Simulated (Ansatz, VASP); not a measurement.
## Two plane-wave programs on SnO

File INCAR:

```
PREC = Accurate ; ENCUT = 520
EDIFF = 1E-6 ; ISMEAR = 0
SIGMA = 0.1 ; LREAL = False
LASPH = True ; NELM = 80
ALGO = Normal ; ISIF = 2
LWAVE = False ; LCHARG = True
GGA = PE ; LELF = True
LVHAR = True ; NBANDS = 50
```

The input KPOINTS:

```
regular mesh
0
Gamma
  6 6 2
```

POSCAR

```
SnO
1.0
    2.5000000000     -2.8600000000      0.0000000000
    2.5000000000      2.8600000000      0.0000000000
    0.0000000000      0.0000000000     11.1200000000
Sn O
4 4
Direct
    0.0000000000      0.0000000000      0.0000000000
    0.0000000000      0.0000000000      0.5000000000
    0.5590000000      0.4410000000      0.2540000000
    0.4410000000      0.5590000000      0.7540000000
    0.9300000000      0.4300000000      0.3800000000
    0.0700000000      0.5700000000      0.8800000000
    0.5700000000      0.0700000000      0.3800000000
    0.4300000000      0.9300000000      0.8800000000
```

Input for Ansatz:

```yaml
crystal:
  lattice:
    - [2.5, -2.86, 0.0]
    - [2.5, 2.86, 0.0]
    - [0.0, 0.0, 11.12]
  atoms:
    - { symbol: Sn, position: [0.0, 0.0, 0.0] }
    - { symbol: Sn, position: [0.0, 0.0, 0.5] }
    - { symbol: Sn, position: [0.559, 0.441, 0.254] }
    - { symbol: Sn, position: [0.441, 0.559, 0.754] }
    - { symbol: O, position: [0.93, 0.43, 0.38] }
    - { symbol: O, position: [0.07, 0.57, 0.88] }
    - { symbol: O, position: [0.57, 0.07, 0.38] }
    - { symbol: O, position: [0.43, 0.93, 0.88] }
basis:
  ecutwfc: 420
kpoints:
  mp_grid: { grid: [6, 6, 2] }
hamiltonian:
  xc: pbe
scf:
  occupations: { method: gaussian, width: 0.1 }
  lower_state_search: "off"
output:
  forces: true
  stress: true
  eigenvalues: true
```

Alike in both runs: task single point; functional PBE; k mesh 6 × 6 × 2; occupations gaussian, width 0.1 eV; no spin polarisation.

|  | VASP | Ansatz |
| --- | --- | --- |
| version | VASP 6.6.1 | Ansatz 0.2.0 |
| potentials or method | VASP PAW PBE potentials, release 64 (Sn_d, O), cutoff 520 eV | scalar-relativistic, plane waves, PAW |
| valence electrons in the cell | 80 | 80 |

VASP gave:

| Property | Result |
| --- | --- |
| gap on the k mesh at the Fermi level (eV) | none |
| pressure (GPa) | 10.2 |
| traceless stress, the component that is largest in VASP (GPa) | 20.38 |
| rms of the force components (eV/Å) | 3.718 |

**Question.** What did Ansatz give for the same quantities?

**Answer.** gap on the k mesh at the Fermi level (eV): none; pressure (GPa): 10.0; traceless stress, the component that is largest in VASP (GPa): 20.49; rms of the force components (eV/Å): 3.695.

Atom by atom the forces differ by 0.044 eV/Å (rms over components). A gap of «none» marks a metal or a gap that the smearing closes. The functional is the same, so the differences come from potentials, cutoffs and numerics.
